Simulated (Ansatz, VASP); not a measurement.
## Sc3Al5N8: VASP beside Ansatz

```xyz
16
Lattice="-0.0089 -0.0051 -4.9616 3.3555 5.7090 0.0111 3.2664 -5.6575 0.0000" Properties=species:S:1:pos:R:3 pbc="T T T"
Sc    1.5965   -0.9287   -0.0830
Sc    3.2604   -3.8106   -0.0830
Sc    3.3591   -1.8323   -2.5546
Al    3.3115    1.9119   -0.0299
Al    4.9812   -0.8958   -0.0221
Al    1.6870    0.9740   -2.4942
Al    4.9525    0.9717   -2.4996
Al    3.3178    3.8032   -2.4996
N     1.5524   -0.8967   -2.9177
N     3.2660   -3.8648   -2.9177
N     3.3218    1.9179   -3.0700
N     5.0909   -0.8324   -3.0945
N     3.3912   -1.8138   -0.4372
N     1.7733    1.0238   -0.6086
N     4.8474    0.9215   -0.6044
N     3.2218    3.7372   -0.6044
```

Alike in both runs: task relaxation of cell and atoms; functional PBEsol; k mesh 6 × 4 × 4; occupations gaussian, width 0.02 eV; no spin polarisation.

|  | VASP | Ansatz |
| --- | --- | --- |
| version | VASP 6.6.1 | Ansatz 0.2.0 |
| potentials or method | VASP PAW PBE potentials, release 64 (Sc_sv, Al, N), cutoff 600 eV | scalar-relativistic, plane waves, PAW |
| valence electrons in the cell | 88 | 88 |

|  | VASP | Ansatz | Ansatz less VASP |
| --- | --- | --- | --- |
| gap on the k mesh at the Fermi level, each at its own relaxed structure (eV) | 3.12 | 3.14 | +0.020 |
| relaxed volume (Å³/atom) | 11.66 | 11.65 | -0.012 |
| relaxed cell length with the largest relative difference (Å) | 4.954 | 4.951 | -0.0033 |

VASP's potentials were made for PBE, not for PBEsol.
